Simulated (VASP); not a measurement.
# Na4Li7S2Cl7 in VASP: a series of runs

Runs on Na4Li7S2Cl7. Level: PBE+D3(BJ). Tasks: single point.

Everything below comes from runs of VASP 6.6.1. Logs are shortened: lines on timing, memory, paths and dates and some standing lists are left out, and cuts for length are marked.

### Step 1. The cell of the first run

The cell holds a disordered packing, 20 atoms: a = 7.474 Å, b = 7.370 Å, c = 7.557 Å, α = 90.99°, β = 91.66°, γ = 89.35°.

### Step 2. Single point, PBE+D3(BJ)

INCAR

```
PREC     = Accurate       # precision mode
ENCUT    = 650            # plane-wave cutoff, eV
EDIFF    = 1E-6           # SCF threshold, eV
ISMEAR   = -1             # smearing method
SIGMA    = 0.1551         # smearing width, eV
LREAL    = Auto         
LASPH    = True           # aspherical terms in the spheres
NELM     = 120            # most SCF steps
ALGO     = Normal         # electronic algorithm
ISIF     = 2              # what is computed and relaxed
LWAVE    = False          # write WAVECAR
LCHARG   = False          # write CHGCAR
GGA      = PE             # functional
IVDW     = 12             # dispersion correction
NBANDS   = 71             # bands
ISYM     = -1           
GGA_COMPAT= False
```

KPOINTS

```
explicit points
1
Reciprocal
  0.25000000   0.25000000   0.25000000 1
```

POSCAR

```
Na4Li7S2Cl7
1.0
    7.4728680000      0.0415700000     -0.1084870000
    0.0415700000      7.3694800000     -0.0643420000
   -0.1084870000     -0.0643420000      7.5562280000
Na S Li Cl
4 2 7 7
Direct
    0.6451828641      0.5821636905      0.5417600593
    1.0681995727      0.9360873852      0.7862099319
    0.5282224824      0.8063738582      0.9782448305
    0.9267742882      0.0136033501      0.0722797445
    0.5155126285      0.6001897463      0.2279878039
    0.0871839387      0.3097421126      0.2245895374
    0.9129113840      0.1802887010      0.4140484052
    0.1832118465      0.6606510067      0.2455705030
    0.2669290088      0.2398069505      0.5175276588
    0.8435843559      0.4472726520      0.0806885860
    0.4180912447      0.2222201992      0.1587045225
    0.3044537198      0.4426645045      0.0126100205
    1.4240465774      1.0437951068      0.6875723451
    0.8867622109      0.7194175103     -0.0612872013
    0.6006199906      0.2017355682      0.9405832554
    0.0022631301      0.2637926128      0.7327323189
    0.5882748187      0.1468991104      0.4734176831
    0.2504942221      0.9564281973      1.0654085438
    0.2933968470      0.5882709287      0.6804163760
    0.1836654911      0.9114774829      0.4993325509
```

Potentials or basis: VASP PAW PBE potentials, release 64 (Na_pv, S, Li_sv, Cl).

The run is started by

```
$ cat potpaw_PBE.64/Na_pv/POTCAR potpaw_PBE.64/S/POTCAR potpaw_PBE.64/Li_sv/POTCAR potpaw_PBE.64/Cl/POTCAR > POTCAR
$ mpirun -np 1 vasp_std > vasp.out
```

OUTCAR:

```text
PREC = Accurate
   ENCUT = 650
   EDIFF = 1E-6
   ISMEAR = -1
   LREAL = Auto
   LASPH = True
   NELM = 120
   ISIF = 2
   GGA = PE
   IVDW = 12
   ISYM = -1
 IVDW          = 12

 ion  position               nearest neighbor table
   1  0.645  0.582  0.542-   5 2.54
   2  0.068  0.936  0.786-  20 2.36  14 2.43  18 2.48   4 2.49  16 2.50
   3  0.528  0.806  0.978-  18 2.44   5 2.45
   4  0.927  0.014  0.072-  14 2.39  18 2.45   2 2.49   6 2.72
   5  0.516  0.600  0.228-   3 2.45  12 2.51   8 2.53   1 2.54
   6  0.087  0.310  0.225-   7 2.20  10 2.33  12 2.53  11 2.61   9 2.61   8 2.69   4 2.72
   7  0.913  0.180  0.414-   6 2.20  17 2.50  16 2.55
   8  0.183  0.661  0.246-   5 2.53  12 2.54   6 2.69
   9  0.267  0.240  0.518-  13 2.25  20 2.51  17 2.52  16 2.60   6 2.61
  10  0.844  0.447  0.081-  14 2.32   6 2.33
  11  0.418  0.222  0.159-  12 2.13  15 2.17  18 2.42   6 2.61
  12  0.304  0.443  0.013-  11 2.13   5 2.51   6 2.53   8 2.54
  13  0.424  0.044  0.688-  17 2.21   9 2.25  20 2.46  15 2.56
  14  0.887  0.719  0.939-  10 2.32   4 2.39   2 2.43
  15  0.601  0.202  0.941-  11 2.17  13 2.56
  16  0.002  0.264  0.733-   2 2.50   7 2.55   9 2.60
  17  0.588  0.147  0.473-  13 2.21   7 2.50   9 2.52
  18  0.250  0.956  0.065-  11 2.42   3 2.44   4 2.45   2 2.48
  19  0.293  0.588  0.680-
  20  0.184  0.911  0.499-   2 2.36  13 2.46   9 2.51

IMPORTANT INFORMATION: All symmetrisations will be switched off!
NOSYMM: (Re-)initialisation of all symmetry stuff for point group C_1.

----------------------------------------------------------------------------------------

                                     Primitive cell

  volume of cell :     416.0000

  direct lattice vectors                    reciprocal lattice vectors
     7.472868000  0.041570000 -0.108487000     0.133849345 -0.000738298  0.001915428
     0.041570000  7.369480000 -0.064342000    -0.000738298  0.135708946  0.001144975
    -0.108487000 -0.064342000  7.556228000     0.001915428  0.001144975  0.132378413

  length of vectors
     7.473771045  7.369878115  7.557280656     0.133865086  0.135715784  0.132397220

  position of ions in fractional coordinates (direct lattice)
     0.645182864  0.582163691  0.541760059
     0.068199573  0.936087385  0.786209932
     0.528222482  0.806373858  0.978244831
     0.926774288  0.013603350  0.072279745
     0.515512628  0.600189746  0.227987804
     0.087183939  0.309742113  0.224589537
[... 12 lines left out ...]
     0.293396847  0.588270929  0.680416376
     0.183665491  0.911477483  0.499332551

  ion indices of the primitive-cell ions
   primitive index   ion index
                 1           1
                 2           2
                 3           3
                 4           4
                 5           5
                 6           6
[... 12 lines left out ...]
                19          19
                20          20

----------------------------------------------------------------------------------------

 KPOINTS: explicit points

Read explicit list of k-points.

 Found      1 k-points:

 Following reciprocal coordinates:
            Coordinates               Weight
  0.250000  0.250000  0.250000      1.000000
   k-points           NKPTS =      1   k-points in BZ     NKDIM =      1   number of bands    NBANDS=     71
   number of dos      NEDOS =    301   number of ions     NIONS =     20
   total plane-waves  NPLWV = 262144
   dimension x,y,z NGX =    64 NGY =   64 NGZ =   64
   dimension x,y,z NGXF=   128 NGYF=  128 NGZF=  128
   ions per type =               4   2   7   7
   NGX,Y,Z   is equivalent  to a cutoff of  14.24, 14.44, 14.08 a.u.
   NGXF,Y,Z  is equivalent  to a cutoff of  28.47, 28.87, 28.16 a.u.
 SYSTEM =  unknown system
   PREC   = accura    normal or accurate (medium, high low for compatibility)
   ISTART =      0    job   : 0-new  1-cont  2-samecut
   ICHARG =      2    charge: 1-file 2-atom 10-const
   ISPIN  =      1    spin polarized calculation?
   LNONCOLLINEAR =      F non collinear calculations
   LSORBIT =      F    spin-orbit coupling
   LASPH  =      T    aspherical Exc in radial PAW
   ENCUT  =  650.0 eV  47.77 Ry    6.91 a.u.  15.54 15.32 15.71*2*pi/ulx,y,z
   NELM   =    120;   NELMIN=  2; NELMDL= -5     # of ELM steps
   EDIFF  = 0.1E-05   stopping-criterion for ELM
   LREAL  =      T    real-space projection
   EDIFFG = 0.1E-04   stopping-criterion for IOM
   NSW    =      0    number of steps for IOM
   IBRION =     -1    ionic relax: 0-MD 1-quasi-New 2-CG
   NFREE  =      0    steps in history (QN), initial steepest desc. (CG)
   ISIF   =      2    stress and relaxation
   ISYM   =     -1    0-nonsym 1-usesym 2-fastsym
   POTIM  = 0.5000    time-step for ionic-motion
   TEBEG  =    0.0;   TEEND  =   0.0 temperature during run
   PSTRESS=    0.0 pullay stress
   NELECT =     110.0000    total number of electrons
   NUPDOWN=      -1.0000    fix difference up-down
   EMIN   =  10.00;   EMAX   =-10.00  energy-range for DOS
   EFERMI =   0.00;   METHOD = LEGACY
   ISMEAR =    -1;   SIGMA  =   0.16  broadening in eV -4-tet -1-fermi 0-gaus
   EFERMI_NEDOS =   21; number of points for ismear=-14 and -15
   IALGO  =     38    algorithm
   IMIX   =      4    mixing-type and parameters
     AMIX     =   0.40;   BMIX     =  1.00
     AMIX_MAG =   1.60;   BMIX_MAG =  1.00
  volume/ion in A,a.u.               =      20.80       140.37
  Fermi-wavevector in a.u.,A,eV,Ry     =   1.050771  1.985669 15.022451  1.104119
  Thomas-Fermi vector in A             =   2.185787
   LORBIT       =      0    0 simple, 1 ext, 2 COOP (PROOUT), +10 PAW based schemes
   GGA     = PE    functional components
   LHFCALC =     F    Hartree Fock is set to
   AEXX    =    0.0000 exact exchange contribution
   IVDW    =    12    specifies the selected vdW correction
   LEPSILON=     F    determine dielectric tensor
   LRPA    =     F    only Hartree local field effects (RPA)
 non-spin polarized calculation
  energy-cutoff  :      650.00
  volume of cell :      416.00
 maximum number of plane-waves:     15667
 NGX is ok and might be reduce to    64
   NGX = 31   NGY = 31   NGZ = 31

 number of electron     110.0000009 magnetization

 Free energy of the ion-electron system (eV)
  ---------------------------------------------------
  ext. energy  EPLUGINS =         0.00000000
  ---------------------------------------------------
  free energy    TOTEN  =       -65.07472954 eV

  energy without entropy =      -65.07413979  energy(sigma->0) =      -65.07443467

 E-fermi :   2.9165     XC(G=0):  -7.8324

 val. band max:        1.3758310463   @ k =   0.2500   0.2500   0.2500
 cond. band min:       4.3684172751   @ k =   0.2500   0.2500   0.2500
 fundamental gap:      2.9925862288
 Fermi energy:         2.9165471729

 k-point     1 :       0.2500    0.2500    0.2500
  band No.  band energies     occupation
      1     -45.5976      2.00000
      2     -44.5834      2.00000
      3     -44.4221      2.00000
      4     -44.2617      2.00000
      5     -44.2181      2.00000
      6     -44.1771      2.00000
[... 59 lines left out ...]
     66       7.3761      0.00000
     67       7.5581      0.00000
 [bands above 67 left out]

------------------------ aborting loop because EDIFF is reached ----------------------------------------

 Edisp (eV)   -4.09497

 E8    (eV) :    -1.6366

  FORCE on cell =-STRESS in cart. coord.  units (eV):
  Direction    XX          YY          ZZ          XY          YZ          ZX
  --------------------------------------------------------------------------------------
  -------------------------------------------------------------------------------------
  Total      -1.23295     6.28291     7.33412    -4.18987    -3.88897    -4.79463
  in kB      -4.74855    24.19791    28.24653   -16.13681   -14.97793   -18.46597
  external pressure =       15.90 kB  Pullay stress =        0.00 kB

 VOLUME and BASIS-vectors are now :
 -----------------------------------------------------------------------------
  energy-cutoff  :      650.00
  volume of cell :      416.00
      direct lattice vectors                 reciprocal lattice vectors
     7.472868000  0.041570000 -0.108487000     0.133849345 -0.000738298  0.001915428
     0.041570000  7.369480000 -0.064342000    -0.000738298  0.135708946  0.001144975
    -0.108487000 -0.064342000  7.556228000     0.001915428  0.001144975  0.132378413

 POSITION                                       TOTAL-FORCE (eV/Angst)
 -----------------------------------------------------------------------------------
      4.78679      4.28221      3.98621        -0.160967     -0.294909      0.260818
      0.46327      6.85073      5.87315        -0.044603     -0.432728     -0.437291
      3.87473      5.90157      7.28265         0.570438     -0.167267     -0.410784
      6.91839      0.13413      0.44474        -0.756253      1.254513      0.728913
      3.85257      4.42985      1.62818        -0.311368     -1.339693     -0.202543
      0.64003      2.27181      1.66766         0.399738      1.327189      0.032325
[... 12 lines left out ...]
      2.14315      4.30367      5.07170         1.126126     -0.938594      1.147682
      1.35623      6.69262      3.69450         0.028022      1.108330     -1.333000
 -----------------------------------------------------------------------------------
    total drift:                               -0.000885      0.008167     -0.003092

  FREE ENERGIE OF THE ION-ELECTRON SYSTEM (eV)
  ---------------------------------------------------
  free  energy   TOTEN  =       -69.1697041301 eV

  energy  without entropy=      -69.1691143857  energy(sigma->0) =      -69.16940926
```

Wall time 72 s (1 thread of AMD EPYC 9R45 (Zen 5), shared host); peak memory 0.52 GiB.

What came out:

```
Free energy                : -69.1697 eV
Pressure                   : 1.6 GPa
Largest force              : 1.862 eV/Å
Dispersion energy per atom : -0.205 eV
```

Forces in eV/Å, atoms in the order of the input:
```
Na  -0.161 -0.295  0.261
Na  -0.045 -0.433 -0.437
Na   0.570 -0.167 -0.411
Na  -0.756  1.255  0.729
S   -0.311 -1.340 -0.203
S    0.400  1.327  0.032
Li  -0.184  0.047  1.083
Li   0.568  0.043  0.593
Li  -0.750  0.991 -0.707
Li  -0.546  0.077 -0.017
Li  -0.002 -0.428  1.352
Li  -0.185  0.671 -0.851
Li   0.351 -0.414  0.356
Cl  -0.798 -1.144 -0.312
Cl   0.092 -0.347 -0.498
Cl  -0.020  0.160 -0.278
Cl   0.038  0.098 -0.382
Cl   0.585 -0.270 -0.125
Cl   1.126 -0.939  1.148
Cl   0.028  1.108 -1.333
```

Caveat: the atoms stand as in a frame of molecular dynamics.

### Step 3. Single point, PBE+D3(BJ)

INCAR

```
PREC     = Accurate       # precision mode
ENCUT    = 650            # plane-wave cutoff, eV
EDIFF    = 1E-6           # SCF threshold, eV
ISMEAR   = -1             # smearing method
SIGMA    = 0.112          # smearing width, eV
LREAL    = Auto         
LASPH    = T              # aspherical terms in the spheres
NELM     = 120            # most SCF steps
ALGO     = Normal         # electronic algorithm
ISIF     = 2              # what is computed and relaxed
LWAVE    = F              # write WAVECAR
LCHARG   = F              # write CHGCAR
GGA      = PE             # functional
IVDW     = 12             # dispersion correction
ISYM     = -1           
NBANDS   = 71             # bands
GGA_COMPAT= F
```

KPOINTS is that of step 2.

POSCAR

```
Na4Li7S2Cl7
1.0
    7.4728680000      0.0415700000     -0.1084870000
    0.0415700000      7.3694800000     -0.0643420000
   -0.1084870000     -0.0643420000      7.5562280000
Na S Li Cl
4 2 7 7
Direct
    0.6577987444      0.5509229080      0.5065127858
   -0.0557824555      0.9305074305      0.6840014671
    0.6295997672      0.8504332990      0.9237923961
    0.9022456204      0.0539321627      0.1096848883
    0.5447936969      0.5929667800      0.1699651866
    0.1163223385      0.3392213136      0.1934693658
    0.8796242504      0.2538631057      0.4296736223
    0.3836603715      0.7234117280      0.3800320636
    0.1920616657      0.4571759458      0.4489135067
    0.8067262636      0.4512207337      0.0694380525
    0.3827013048      0.1605308508      0.2313696718
    0.2357912712      0.5267535017      0.0051636427
    0.3096483596      0.1218976989      0.7643644373
    0.8992306773      0.6716020386      0.9018651974
    0.6130640256      0.1642219426      0.8597089507
   -0.0581067785      0.2869482286      0.7152207415
    0.6284742832      0.0809104052      0.4500060383
    0.2840654281      0.9219043078     -0.0036685535
    0.3589576400      0.5261663749      0.7054559278
    0.2231111986      0.9469677991      0.4985388830
```

Potentials or basis: VASP PAW PBE potentials, release 64 (Na_pv, S, Li_sv, Cl).

The run is started by

```
$ cat potpaw_PBE.64/Na_pv/POTCAR potpaw_PBE.64/S/POTCAR potpaw_PBE.64/Li_sv/POTCAR potpaw_PBE.64/Cl/POTCAR > POTCAR
$ mpirun -np 1 vasp_std > vasp.out
```

OUTCAR:

```text
PREC = Accurate
   ENCUT = 650
   EDIFF = 1E-6
   ISMEAR = -1
   LREAL = Auto
   LASPH = T
   NELM = 120
   ISIF = 2
   GGA = PE
   IVDW = 12
   ISYM = -1
 IVDW          = 12

 ion  position               nearest neighbor table
   1  0.658  0.551  0.507-   8 2.57   5 2.68
   2  0.944  0.931  0.684-  20 2.55  14 2.57  16 2.63
   3  0.630  0.850  0.924-  15 2.37  14 2.40  18 2.70   5 2.77
[... 244 lines left out ...]
  -------------------------------------------------------------------------------------
  Total       2.86020     5.91499    -1.01996     1.33228     1.31779    -3.26527
  in kB      11.01576    22.78091    -3.92827     5.13112     5.07531   -12.57581
  external pressure =        9.96 kB  Pullay stress =        0.00 kB

 VOLUME and BASIS-vectors are now :
 -----------------------------------------------------------------------------
  energy-cutoff  :      650.00
  volume of cell :      416.00
      direct lattice vectors                 reciprocal lattice vectors
     7.472868000  0.041570000 -0.108487000     0.133849345 -0.000738298  0.001915428
     0.041570000  7.369480000 -0.064342000    -0.000738298  0.135708946  0.001144975
    -0.108487000 -0.064342000  7.556228000     0.001915428  0.001144975  0.132378413

 POSITION                                       TOTAL-FORCE (eV/Angst)
 -----------------------------------------------------------------------------------
      4.88360      4.05477      3.72052         0.213725     -0.412455      0.458510
      7.02049      6.85260      5.00616        -0.022293      0.130017     -0.084383
      4.64005      6.23399      6.85736        -1.558942     -1.040708      0.454758
      6.73271      0.42790      0.72745         0.402698     -0.287115     -0.123428
      4.07738      4.38157      1.18704         0.229439     -0.686517      0.914368
      0.86237      2.49227      1.42745        -1.493969     -0.367451      0.610985
[... 12 lines left out ...]
      2.62778      3.84710      5.25779         0.108678      0.047911     -0.712935
      1.65256      6.95586      3.68194        -0.313489      0.064035     -0.172254
 -----------------------------------------------------------------------------------
    total drift:                                0.002437      0.009009     -0.008903

  FREE ENERGIE OF THE ION-ELECTRON SYSTEM (eV)
  ---------------------------------------------------
  free  energy   TOTEN  =       -69.9443386089 eV

  energy  without entropy=      -69.9443217937  energy(sigma->0) =      -69.94433020
```

OSZICAR:

```text
N       E                     dE             d eps       ncg     rms          rms(c)
DAV:   1     0.121105918348E+04    0.12111E+04   -0.54260E+04   142   0.181E+03
DAV:   2     0.129667714711E+03   -0.10814E+04   -0.10284E+04   158   0.453E+02
DAV:   3    -0.500774543192E+02   -0.17975E+03   -0.17680E+03   181   0.173E+02
DAV:   4    -0.661774303742E+02   -0.16100E+02   -0.15966E+02   204   0.524E+01
DAV:   5    -0.700761224358E+02   -0.38987E+01   -0.38855E+01   276   0.158E+01    0.969E+00
DAV:   6    -0.664102441299E+02    0.36659E+01   -0.68090E+00   164   0.105E+01    0.684E+00
DAV:   7    -0.658980911465E+02    0.51215E+00   -0.30495E+00   220   0.555E+00    0.478E+00
DAV:   8    -0.658772202839E+02    0.20871E-01   -0.47750E-01   180   0.224E+00    0.109E+00
DAV:   9    -0.658651468593E+02    0.12073E-01   -0.10503E-01   204   0.109E+00    0.651E-01
DAV:  10    -0.658708188819E+02   -0.56720E-02   -0.18296E-02   188   0.470E-01    0.383E-01
DAV:  11    -0.658731943528E+02   -0.23755E-02   -0.66680E-03   180   0.299E-01    0.107E-01
DAV:  12    -0.658734695848E+02   -0.27523E-03   -0.13788E-03   220   0.124E-01    0.630E-02
DAV:  13    -0.658736973225E+02   -0.22774E-03   -0.32431E-04   172   0.581E-02    0.231E-02
DAV:  14    -0.658737498626E+02   -0.52540E-04   -0.41579E-05   180   0.218E-02    0.143E-02
DAV:  15    -0.658737855090E+02   -0.35646E-04   -0.43543E-05   148   0.204E-02    0.717E-03
DAV:  16    -0.658737879210E+02   -0.24120E-05   -0.42869E-06   164   0.819E-03    0.409E-03
DAV:  17    -0.658737886453E+02   -0.72435E-06   -0.15672E-06   116   0.463E-03
   1 F= -.69944339E+02 E0= -.69944330E+02  d E =-.168152E-04
```

stdout:

```text
POSCAR found type information on POSCAR NaS LiCl
 POSCAR found :  4 types and      20 ions
 scaLAPACK will be used
 LDA part: xc-table for (Slater+PW92), standard interpolation
 POSCAR, INCAR and KPOINTS ok, starting setup
 FFT: planning ... GRIDC
 FFT: planning ... GRID_SOFT
 FFT: planning ... GRID
 WAVECAR not read
 entering main loop
```

It took 74 s on 1 thread of AMD EPYC 9R45 (Zen 5), shared host; peak memory 0.52 GiB.

What came out:

- Free energy: -69.9443 eV
- Pressure: 1.0 GPa
- Largest force: 1.929 eV/Å
- Dispersion energy per atom: -0.204 eV

Forces in eV/Å, atoms in the order of the input:
```
Na   0.214 -0.412  0.459
Na  -0.022  0.130 -0.084
Na  -1.559 -1.041  0.455
Na   0.403 -0.287 -0.123
S    0.229 -0.687  0.914
S   -1.494 -0.367  0.611
Li   0.341 -0.227 -0.145
Li  -0.139  0.751 -0.305
Li   0.055 -0.189  0.912
Li  -0.165 -0.108 -0.059
Li   0.027 -0.208 -0.204
Li   0.495  0.677 -0.345
Li   0.175  0.145  0.038
Cl   0.775  0.507 -0.533
Cl  -0.241  0.635  0.953
Cl   1.399  0.412 -0.735
Cl   0.515 -0.078 -1.044
Cl  -0.803  0.234  0.122
Cl   0.109  0.048 -0.713
Cl  -0.313  0.064 -0.172
```

Caveat: the atoms stand as in a frame of molecular dynamics.

(Part 1 of 2 ends here.)
